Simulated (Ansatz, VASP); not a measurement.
Ti: VASP beside Ansatz

POSCAR

```
Ti
1.0
    2.9499978604      0.0000000000      0.0000000000
   -1.4749989302      2.5547730882      0.0000000000
    0.0000000000      0.0000000000      4.6860000000
Ti
2
Direct
    0.3773685553      0.7547371106      0.2500000000
    0.6666666667      0.3333333333      0.7500000000
```

INCAR.step1

```
SYSTEM = Ti
PREC = Accurate ; ENCUT = 520
ISMEAR = 0 ; SIGMA = 0.15
LREAL = .False. ; LASPH = .True.
NELM = 100 ; NBANDS = 19
GGA = PE ; ALGO = Normal
EDIFF = 1E-4 ; LWAVE = .True.
LCHARG = .False.
```

Contents of INCAR.step2:

```
SYSTEM = Ti
PREC = Accurate ; ENCUT = 520
EDIFF = 1E-6 ; ISMEAR = 0
SIGMA = 0.15 ; LREAL = .False.
LASPH = .True. ; NELM = 100
ALGO = Normal ; ISIF = 2
LWAVE = .False. ; LCHARG = .False.
METAGGA = R2SCAN ; LMIXTAU = .True.
NBANDS = 19 ; ISTART = 1
```

Contents of KPOINTS:

```
regular mesh
0
Gamma
  18 18 10
  0 0 0
```

Input for Ansatz:

```yaml
crystal:
  lattice:
    - [2.9499978604, 0.0, 0.0]
    - [-1.4749989302, 2.5547730882, 0.0]
    - [0.0, 0.0, 4.686]
  atoms:
    - { symbol: Ti, position: [0.3773685553, 0.7547371106, 0.25] }
    - { symbol: Ti, position: [0.6666666667, 0.3333333333, 0.75] }
basis:
  ecutwfc: 500
kpoints:
  mp_grid: { grid: [18, 18, 10] }
hamiltonian:
  xc: r2scan
scf:
  occupations: { method: gaussian, width: 0.15 }
output:
  forces: true
  stress: true
  eigenvalues: true
```

Alike in both runs: task single point; functional r2SCAN; k mesh 18 × 18 × 10; occupations gaussian, width 0.15 eV; no spin polarisation.

|  | VASP | Ansatz |
| --- | --- | --- |
| version | VASP 6.6.1 | Ansatz 0.2.0 |
| potentials or method | VASP PAW PBE potentials, release 64 (Ti_sv), cutoff 520 eV | scalar-relativistic, plane waves, PAW |
| valence electrons in the cell | 24 | 24 |

|  | VASP | Ansatz | Ansatz less VASP |
| --- | --- | --- | --- |
| gap on the k mesh at the Fermi level (eV) | none | none | - |
| pressure (GPa) | -2.1 | -2.5 | -0.37 |
| traceless stress, the component that is largest in VASP (GPa) | -3.54 | -3.51 | +0.037 |
| rms of the force components (eV/Å) | 0.218 | 0.216 | -0.0019 |

VASP's potentials were made for PBE, not for r2SCAN. Atom by atom the forces differ by 0.002 eV/Å (rms over components). A gap of «none» marks a metal or a gap that the smearing closes. The functional is the same, so the differences come from potentials, cutoffs and numerics.
